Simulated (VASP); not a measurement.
# Al (Im-3m) in VASP: notebook, part 2 of 2

VASP 6.6.1.

### 4 Single point, PBEsol

This run uses another cell than the first one, of 15.69 Å³/atom, 1.058 times its volume.

File INCAR:

```
SYSTEM = Al
ALGO     = Normal         ! electronic algorithm
EDIFF    = 1E-6           ! SCF threshold, eV
ENCUT    = 520            ! plane-wave cutoff, eV
GGA      = PS             ! functional
ISIF     = 2              ! what is computed and relaxed
ISMEAR   = -1             ! smearing method
LASPH    = .TRUE.         ! aspherical terms in the spheres
LCHARG   = .FALSE.        ! write CHGCAR
LREAL    = .FALSE.        ! projectors in reciprocal space
LWAVE    = .FALSE.        ! write WAVECAR
NBANDS   = 8              ! bands
NELM     = 60             ! most SCF steps
PREC     = Accurate       ! precision mode
SIGMA    = 0.1            ! smearing width, eV
```

File KPOINTS:

```
k-points
0
G
  13 13 13
  0 0 0
```

File POSCAR:

```
Al
1.0
   -1.5769469016      1.5769469016      1.5769469016
    1.5769469016     -1.5769469016      1.5769469016
    1.5769469016      1.5769469016     -1.5769469016
Al
1
Direct
    0.0000000000      0.0000000000      0.0000000000
```

Potentials or basis: VASP PAW PBE potentials, release 64 (Al).

Command:

```
> cat potpaw_PBE.64/Al/POTCAR > POTCAR
> mpirun -np 1 vasp_std > vasp.out
```

OUTCAR:

```text
SYSTEM = Al
   EDIFF = 1E-6
   ENCUT = 520
   GGA = PS
   ISIF = 2
   ISMEAR = -1
   LASPH = .TRUE.
   LREAL = .FALSE.
   NELM = 60
   PREC = Accurate

 ion  position               nearest neighbor table
   1  0.000  0.000  0.000-

  LATTYP: Found a body centered cubic cell.
 ALAT       =     3.1538938032

  Lattice vectors:

 A1 = (  -1.5769469016,   1.5769469016,   1.5769469016)
 A2 = (   1.5769469016,  -1.5769469016,   1.5769469016)
 A3 = (   1.5769469016,   1.5769469016,  -1.5769469016)

Analysis of symmetry for initial positions (statically):
=====================================================================
 Subroutine PRICEL returns:
 Original cell was already a primitive cell.

 Routine SETGRP: Setting up the symmetry group for a
 body centered cubic supercell.

 Subroutine GETGRP returns: Found 48 space group operations
 (whereof 48 operations were pure point group operations)
 out of a pool of 48 trial point group operations.

The static configuration has the point symmetry O_h .

Analysis of symmetry for dynamics (positions and initial velocities):
=====================================================================
 Subroutine PRICEL returns:
 Original cell was already a primitive cell.

 Routine SETGRP: Setting up the symmetry group for a
 body centered cubic supercell.

 Subroutine GETGRP returns: Found 48 space group operations
 (whereof 48 operations were pure point group operations)
 out of a pool of 48 trial point group operations.

The dynamic configuration has the point symmetry O_h .

 Subroutine INISYM returns: Found 48 space group operations
 (whereof 48 operations are pure point group operations),
 and found     1 'primitive' translations

----------------------------------------------------------------------------------------

                                     Primitive cell

[... 102 lines left out ...]
   EFERMI =   0.00;   METHOD = LEGACY
   ISMEAR =    -1;   SIGMA  =   0.10  broadening in eV -4-tet -1-fermi 0-gaus
   EFERMI_NEDOS =   21; number of points for ismear=-14 and -15
   IALGO  =     38    algorithm
   IMIX   =      4    mixing-type and parameters
     AMIX     =   0.40;   BMIX     =  1.00
     AMIX_MAG =   1.60;   BMIX_MAG =  1.00
  volume/ion in A,a.u.               =      15.69       105.85
  Fermi-wavevector in a.u.,A,eV,Ry     =   0.943217  1.782421 12.104530  0.889658
  Thomas-Fermi vector in A             =   2.070903
   LORBIT       =      0    0 simple, 1 ext, 2 COOP (PROOUT), +10 PAW based schemes
   GGA     = PS    functional components
   LHFCALC =     F    Hartree Fock is set to
   AEXX    =    0.0000 exact exchange contribution
   IVDW    =     0    specifies the selected vdW correction
   LEPSILON=     F    determine dielectric tensor
   LRPA    =     F    only Hartree local field effects (RPA)
 non-spin polarized calculation
  energy-cutoff  :      520.00
  volume of cell :       15.69
 maximum number of plane-waves:       434
   NGX = 11   NGY = 11   NGZ = 11

 number of electron       3.0000000 magnetization

 Free energy of the ion-electron system (eV)
  ---------------------------------------------------
  ext. energy  EPLUGINS =         0.00000000
  ---------------------------------------------------
  free energy    TOTEN  =        -3.99058850 eV

  energy without entropy =       -3.97861226  energy(sigma->0) =       -3.98460038

 E-fermi :   8.5130     XC(G=0): -10.4469

 val. band max:        8.3888184254   @ k =  -0.3846  -0.3846   0.0769
 cond. band min:       8.5439647044   @ k =  -0.3846   0.3846   0.1538
 fundamental gap:      0.1551462790
 Fermi energy:         8.5129673353

 k-point     1 :       0.0000    0.0000    0.0000
  band No.  band energies     occupation
      1      -2.9925      2.00000
      2      22.0410      0.00000
      3      22.0410      0.00000
      4      22.0410      0.00000
      5      23.9258      0.00000
      6      23.9258      0.00000
      7      23.9258      0.00000
      8      25.1728      0.00000
[... 243 lines left out ...]
 k-point    24 :       0.2308    0.0769    0.0769
  band No.  band energies     occupation
      1       0.1409      2.00000
      2      10.9700      0.00000
      3      14.8168      0.00000
      4      15.5705      0.00000
      5      23.3535      0.00000
      6      23.8922      0.00000
      7      27.5529      0.00000
      8      27.8598      0.00000

 [... further k-points ...]
[... 5 lines left out ...]
  --------------------------------------------------------------------------------------
  -------------------------------------------------------------------------------------
  Total        0.4366278      0.4366278      0.4366278      0.0000000      0.0000000     -0.0000000
  in kB       44.5975283     44.5975283     44.5975283      0.0000000      0.0000000     -0.0000000
  external PRESSURE =      44.5975283 kB  Pullay stress =       0.0000000 kB

 VOLUME and BASIS-vectors are now :
 -----------------------------------------------------------------------------
  energy-cutoff  :      520.00
  volume of cell :       15.69
      direct lattice vectors                 reciprocal lattice vectors
    -1.576946902  1.576946902  1.576946902     0.000000000  0.317068380  0.317068380
     1.576946902 -1.576946902  1.576946902     0.317068380  0.000000000  0.317068380
     1.576946902  1.576946902 -1.576946902     0.317068380  0.317068380  0.000000000

 POSITION                                       TOTAL-FORCE (eV/Angst)
 -----------------------------------------------------------------------------------
      0.00000      0.00000      0.00000        -0.000000     -0.000000     -0.000000
 -----------------------------------------------------------------------------------
    total drift:                                0.000000      0.000000     -0.000000

  FREE ENERGIE OF THE ION-ELECTRON SYSTEM (eV)
  ---------------------------------------------------
  free  energy   TOTEN  =        -3.9905884976 eV

  energy  without entropy=       -3.9786122621  energy(sigma->0) =       -3.98460038
```

stdout:

```text
POSCAR found type information on POSCAR Al
 POSCAR found :  1 types and       1 ions
 scaLAPACK will be used
 -----------------------------------------------------------------------------
|                                                                             |
|                                                                             |
|     You enforced a specific xc type in the INCAR file but a different       |
|     I HOPE YOU KNOW WHAT YOU ARE DOING!                                     |
|                                                                             |
 -----------------------------------------------------------------------------

 LDA part: xc-table for (Slater+PW92), standard interpolation
 POSCAR, INCAR and KPOINTS ok, starting setup
 FFT: planning ... GRIDC
 FFT: planning ... GRID_SOFT
 FFT: planning ... GRID
 WAVECAR not read
 entering main loop
```

It took 4 s on 1 thread of Intel Xeon Platinum 8488C (Sapphire Rapids), shared host; peak memory 0.12 GiB.

Results:

```
Free energy : -3.9906 eV
Pressure    : 4.5 GPa
```

Caveat: the PAW data sets were made with another functional, which shifts forces and pressure a little.

### 5 Single point, PBEsol

This run uses another cell than the first one, of 16.12 Å³/atom, 1.087 times its volume.

File INCAR:

```
PREC = Accurate ; ENCUT = 520
EDIFF = 1E-6 ; ISMEAR = -1
SIGMA = 0.1 ; LREAL = False
LASPH = True ; NELM = 80
ALGO = Normal ; ISIF = 2
LWAVE = False ; LCHARG = False
GGA = PS ; NBANDS = 8
```

File KPOINTS:

```
Automatic mesh
0
Gamma
  13 13 13
```

File POSCAR:

```
Al
1.0
   -1.5912186900      1.5912186900      1.5912186900
    1.5912186900     -1.5912186900      1.5912186900
    1.5912186900      1.5912186900     -1.5912186900
Al
1
Direct
    0.0000000000      0.0000000000      0.0000000000
```

Command:

```
> cat potpaw_PBE.64/Al/POTCAR > POTCAR
> mpirun -np 1 vasp_std > vasp.out
```

It took 4.1 s on 1 thread of Intel Xeon Platinum 8488C (Sapphire Rapids), shared host; peak memory 0.12 GiB.

Results (log left out):

| Property | Result |
| --- | --- |
| Free energy | -3.9993 eV |
| Pressure | 2.0 GPa |

Levels at points of the mesh, in eV from the Fermi level:
```tsv
k point	band 1	band 2	band 3	band 4	band 5	band 6
(0.00, 0.00, 0.00)	-11.31	13.37	13.37	13.37	15.01	15.01
```

Caveat: the PAW data sets were made with another functional, which shifts forces and pressure a little.

### 6 Single point, PBEsol

This run uses another cell than the first one, of 16.55 Å³/atom, 1.116 times its volume.

File INCAR:

```
PREC     = Accurate       # precision mode
ENCUT    = 520            # plane-wave cutoff, eV
EDIFF    = 1E-7           # SCF threshold, eV
ISMEAR   = -1             # smearing method
SIGMA    = 0.1            # smearing width, eV
LREAL    = False          # projectors in reciprocal space
LASPH    = True           # aspherical terms in the spheres
NELM     = 60             # most SCF steps
ALGO     = Normal         # electronic algorithm
ISIF     = 2              # what is computed and relaxed
LWAVE    = False          # write WAVECAR
LCHARG   = True           # write CHGCAR
GGA      = PS             # functional
LELF     = True           # ELF
LVHAR    = True         
NBANDS   = 8              # bands
```

KPOINTS is that of step 5.

File POSCAR:

```
Al
1.0
   -1.6052389603      1.6052389603      1.6052389603
    1.6052389603     -1.6052389603      1.6052389603
    1.6052389603      1.6052389603     -1.6052389603
Al
1
Direct
    0.0000000000      0.0000000000      0.0000000000
```

Potentials or basis: VASP PAW PBE potentials, release 64 (Al).

Command:

```
> cat potpaw_PBE.64/Al/POTCAR > POTCAR
> mpirun -np 1 vasp_std > vasp.out
```

It took 5.4 s on 1 thread of Intel Xeon Platinum 8488C (Sapphire Rapids), shared host; peak memory 0.13 GiB.

It converged, with:

```yaml
Free_energy: -4.0019 eV
Pressure: 0.0 GPa
```

Levels at points of the mesh, in eV from the Fermi level:
| k point | band 1 | band 2 | band 3 | band 4 | band 5 |
| --- | --- | --- | --- | --- | --- |
| (0.00, 0.00, 0.00) | -11.12 | 13.21 | 13.21 | 13.21 | 14.62 |

Caveat: the PAW data sets were made with another functional, which shifts forces and pressure a little.

### 7 Overview

```csv
cell,gap on the mesh (eV),pressure (GPa)
"a = 2.681 Å, angles 109.5°, 1 atom",none,10.4
"a = 2.706 Å, angles 109.5°, 1 atom",none,7.2
"a = 2.731 Å, angles 109.5°, 1 atom",none,4.5
"a = 2.756 Å, angles 109.5°, 1 atom",none,2.0
"a = 2.780 Å, angles 109.5°, 1 atom",none,0.0
```

Alike in all rows: task single point; level PBEsol; potentials or basis VASP PAW PBE potentials, release 64 (Al); no spin polarisation; k mesh 13 × 13 × 13; cutoff (eV) 520; smearing fermi-dirac 0.1 eV.

Caveats: the PAW data sets were made with another functional, which shifts forces and pressure a little.

Absolute energies hang on the potentials; compare differences alone.
